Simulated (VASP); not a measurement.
# Cu (Fm-3m) in VASP: notebook, part 2 of 2

VASP 6.6.1. The steps go on from the part before.

## (3) Single point, PBE

INCAR reads:

```
PREC = Accurate
ENCUT = 520
EDIFF = 1E-7
ISMEAR = 0
SIGMA = 0.1
LREAL = Auto
LASPH = True
NELM = 100
ALGO = Fast
ISIF = 2
LWAVE = False
LCHARG = False
GGA = PE
NBANDS = 102
```

KPOINTS reads:

```
Automatic mesh
0
Gamma
  5 5 5
```

POSCAR reads:

```
Cu
1.0
    3.6298028171      3.6298028171     -3.6298028171
   -3.6298028171     -3.6298028171     -3.6298028171
   -3.6298028171      3.6298028171      3.6298028171
Cu
16
Direct
    0.2500000000      0.7500000000      0.0000000000
    0.5000000000      0.5000000000      0.0000000000
    0.7500000000      0.2500000000      0.0000000000
    0.7500000000      0.7500000000      0.5000000000
    0.0000000000      0.7500000000      0.2500000000
    0.2500000000      0.5000000000      0.2500000000
    0.5000000000      0.2500000000      0.2500000000
    0.7500000000      0.0000000000      0.2500000000
    0.0000000000      0.0000000000      0.0000000000
    0.5000000000      0.7500000000      0.7500000000
    0.7500000000      0.5000000000      0.7500000000
    0.0000000000      0.5000000000      0.5000000000
    0.2500000000      0.2500000000      0.5000000000
    0.5000000000      0.0000000000      0.5000000000
    0.0000000000      0.2500000000      0.7500000000
    0.2500000000      0.0000000000      0.7500000000
```

Potentials or basis: VASP PAW PBE potentials, release 64 (Cu).

On the command line:

```sh
cat potpaw_PBE.64/Cu/POTCAR > POTCAR
mpirun -np 1 vasp_std > vasp.out
```

OUTCAR:

```text
PREC = Accurate
   ENCUT = 520
   EDIFF = 1E-7
   ISMEAR = 0
   LREAL = Auto
   LASPH = True
   NELM = 100
   ISIF = 2
   GGA = PE

 ion  position               nearest neighbor table
   1  0.250  0.750  0.000-   2 2.57   5 2.57   6 2.57   7 2.57   8 2.57   9 2.57  10 2.57  14 2.57
                            16 2.57  12 2.57  15 2.57  11 2.57
   2  0.500  0.500  0.000-   1 2.57   3 2.57   4 2.57   5 2.57   6 2.57   7 2.57   8 2.57  10 2.57
                            11 2.57  13 2.57  16 2.57  15 2.57
   3  0.750  0.250  0.000-   2 2.57   5 2.57   6 2.57   7 2.57   8 2.57   9 2.57  11 2.57  12 2.57
                            15 2.57  14 2.57  10 2.57  16 2.57
   4  0.750  0.750  0.500-   5 2.57   8 2.57   9 2.57  10 2.57  11 2.57  12 2.57  14 2.57  15 2.57
                            16 2.57   2 2.57   7 2.57   6 2.57
   5  0.000  0.750  0.250-   1 2.57   4 2.57   6 2.57   8 2.57   9 2.57  12 2.57  13 2.57  14 2.57
                            16 2.57  11 2.57   3 2.57   2 2.57
   6  0.250  0.500  0.250-   1 2.57   2 2.57   4 2.57   5 2.57   7 2.57  10 2.57  12 2.57  13 2.57
                            14 2.57  15 2.57   9 2.57   3 2.57
   7  0.500  0.250  0.250-   2 2.57   3 2.57   4 2.57   6 2.57   8 2.57  11 2.57  12 2.57  13 2.57
                            14 2.57  16 2.57   1 2.57   9 2.57
   8  0.750  0.000  0.250-   3 2.57   4 2.57   5 2.57   7 2.57   9 2.57  12 2.57  13 2.57  14 2.57
                            15 2.57  10 2.57   2 2.57   1 2.57
   9  0.000  0.000  0.000-   1 2.57   3 2.57   5 2.57   6 2.57   7 2.57   8 2.57  13 2.57  15 2.57
                            16 2.57   4 2.57  11 2.57  10 2.57
  10  0.500  0.750  0.750-   1 2.57   2 2.57   3 2.57   4 2.57   8 2.57   9 2.57  11 2.57  14 2.57
                            16 2.57   6 2.57  13 2.57  12 2.57
  11  0.750  0.500  0.750-   1 2.57   2 2.57   3 2.57   4 2.57   5 2.57   9 2.57  10 2.57  12 2.57
                            15 2.57   7 2.57  14 2.57  13 2.57
  12  0.000  0.500  0.500-   1 2.57   4 2.57   5 2.57   6 2.57  10 2.57  11 2.57  13 2.57  15 2.57
                            16 2.57   3 2.57   8 2.57   7 2.57
  13  0.250  0.250  0.500-   2 2.57   6 2.57   7 2.57  10 2.57  11 2.57  12 2.57  14 2.57  15 2.57
                            16 2.57   9 2.57   5 2.57   8 2.57
  14  0.500  0.000  0.500-   3 2.57   4 2.57   7 2.57   8 2.57  10 2.57  11 2.57  13 2.57  15 2.57
                            16 2.57   1 2.57   6 2.57   5 2.57
  15  0.000  0.250  0.750-   1 2.57   2 2.57   3 2.57   6 2.57   9 2.57  11 2.57  12 2.57  13 2.57
                            16 2.57   8 2.57   4 2.57  14 2.57
  16  0.250  0.000  0.750-   1 2.57   2 2.57   3 2.57   7 2.57   9 2.57  10 2.57  13 2.57  14 2.57
                            15 2.57   5 2.57  12 2.57   4 2.57

[... 178 lines left out ...]

 Free energy of the ion-electron system (eV)
  ---------------------------------------------------
  ext. energy  EPLUGINS =         0.00000000
  ---------------------------------------------------
  free energy    TOTEN  =       -59.67333596 eV

  energy without entropy =      -59.65081003  energy(sigma->0) =      -59.66207300

 E-fermi :   7.4265     XC(G=0): -12.6546

 val. band max:        7.3293446341   @ k =  -0.4000  -0.4000   0.2000
 cond. band min:       7.4552996364   @ k =   0.4000   0.0000   0.0000
 fundamental gap:      0.1259550023
 Fermi energy:         7.4265495311

 k-point     1 :       0.0000    0.0000    0.0000
  band No.  band energies     occupation
      1      -1.8241      2.00000
      2       2.6282      2.00000
      3       2.6282      2.00000
      4       2.6282      2.00000
      5       2.7984      2.00000
      6       2.7984      2.00000
[... 1019 lines left out ...]
     99      12.3514      0.00000
    100      12.3514      0.00000
 [bands above 100 left out]

------------------------ aborting loop because EDIFF is reached ----------------------------------------

  FORCE on cell =-STRESS in cart. coord.  units (eV):
  Direction    XX          YY          ZZ          XY          YZ          ZX
  --------------------------------------------------------------------------------------
  -------------------------------------------------------------------------------------
  Total        0.5946481      0.5946481      0.5946481      0.0000000      0.0000000      0.0000000
  in kB        4.9803694      4.9803694      4.9803694      0.0000000      0.0000000      0.0000000
  external PRESSURE =       4.9803694 kB  Pullay stress =       0.0000000 kB

 VOLUME and BASIS-vectors are now :
 -----------------------------------------------------------------------------
  energy-cutoff  :      520.00
  volume of cell :      191.30
      direct lattice vectors                 reciprocal lattice vectors
     3.629802817  3.629802817 -3.629802817     0.000000000  0.137748529 -0.137748529
    -3.629802817 -3.629802817 -3.629802817    -0.137748529  0.000000000 -0.137748529
    -3.629802817  3.629802817  3.629802817    -0.137748529  0.137748529  0.000000000

 POSITION                                       TOTAL-FORCE (eV/Angst)
 -----------------------------------------------------------------------------------
     -1.81490     -1.81490     -3.62980         0.000000      0.000000      0.000000
      0.00000      0.00000     -3.62980        -0.000000     -0.000000     -0.000000
      1.81490      1.81490     -3.62980         0.000000     -0.000000     -0.000000
     -1.81490      1.81490     -3.62980        -0.000000     -0.000000     -0.000000
     -3.62980     -1.81490     -1.81490         0.000000     -0.000000     -0.000000
     -1.81490      0.00000     -1.81490         0.000000     -0.000000     -0.000000
[... 8 lines left out ...]
     -3.62980      1.81490      1.81490         0.000000      0.000000     -0.000000
     -1.81490      3.62980      1.81490         0.000000     -0.000000     -0.000000
 -----------------------------------------------------------------------------------
    total drift:                                0.000000      0.000000     -0.000000

  FREE ENERGIE OF THE ION-ELECTRON SYSTEM (eV)
  ---------------------------------------------------
  free  energy   TOTEN  =       -59.6733359632 eV

  energy  without entropy=      -59.6508100282  energy(sigma->0) =      -59.66207300
```

OSZICAR:

```text
N       E                     dE             d eps       ncg     rms          rms(c)
DAV:   1     0.187948132893E+04    0.18795E+04   -0.72175E+04  2048   0.309E+03
DAV:   2     0.266982147547E+03   -0.16125E+04   -0.15690E+04  2040   0.633E+02
DAV:   3    -0.527711988863E+02   -0.31975E+03   -0.30020E+03  2048   0.297E+02
DAV:   4    -0.735599008052E+02   -0.20789E+02   -0.19969E+02  2182   0.104E+02
DAV:   5    -0.739913143830E+02   -0.43141E+00   -0.42965E+00  2304   0.170E+01    0.305E+01
RMM:   6    -0.640067286627E+02    0.99846E+01   -0.15689E+02  2106   0.108E+02    0.153E+01
RMM:   7    -0.596157013338E+02    0.43910E+01   -0.32610E+01  2089   0.532E+01    0.287E+00
RMM:   8    -0.596706366830E+02   -0.54935E-01   -0.23891E+00  2200   0.447E+00    0.462E-01
RMM:   9    -0.596708105409E+02   -0.17386E-03   -0.15774E-01  2264   0.316E+00    0.170E-01
RMM:  10    -0.596732555485E+02   -0.24450E-02   -0.29618E-02  2423   0.588E-01    0.121E-01
RMM:  11    -0.596732618330E+02   -0.62845E-05   -0.33336E-03  2583   0.278E-01    0.395E-02
RMM:  12    -0.596733380707E+02   -0.76238E-04   -0.99202E-04  2426   0.116E-01    0.938E-03
RMM:  13    -0.596733409923E+02   -0.29217E-05   -0.76105E-05  2275   0.344E-02    0.679E-03
RMM:  14    -0.596733365841E+02    0.44083E-05   -0.89270E-06  2727   0.144E-02    0.422E-03
RMM:  15    -0.596733357925E+02    0.79156E-06   -0.26027E-06  2179   0.124E-02    0.134E-03
RMM:  16    -0.596733359162E+02   -0.12369E-06   -0.56716E-07  1568   0.351E-03    0.887E-04
RMM:  17    -0.596733359632E+02   -0.46999E-07   -0.11994E-07  1333   0.220E-03
   1 F= -.59673336E+02 E0= -.59662073E+02  d E =-.225259E-01
```

stdout:

```text
POSCAR found type information on POSCAR Cu
 POSCAR found :  1 types and      16 ions
 scaLAPACK will be used
 LDA part: xc-table for (Slater+PW92), standard interpolation
 POSCAR, INCAR and KPOINTS ok, starting setup
 FFT: planning ... GRIDC
 FFT: planning ... GRID_SOFT
 FFT: planning ... GRID
 WAVECAR not read
 entering main loop
```

Wall time 13 min (1 thread of AMD EPYC 7R43 (Zen 3), shared host); peak memory 0.36 GiB.

What came out:

- Free energy: -59.6733 eV
- Pressure: 0.5 GPa
- Band gap on the k mesh: zero (band 88 reaches 7.76 eV, above the bottom of band 89 at 6.69 eV)
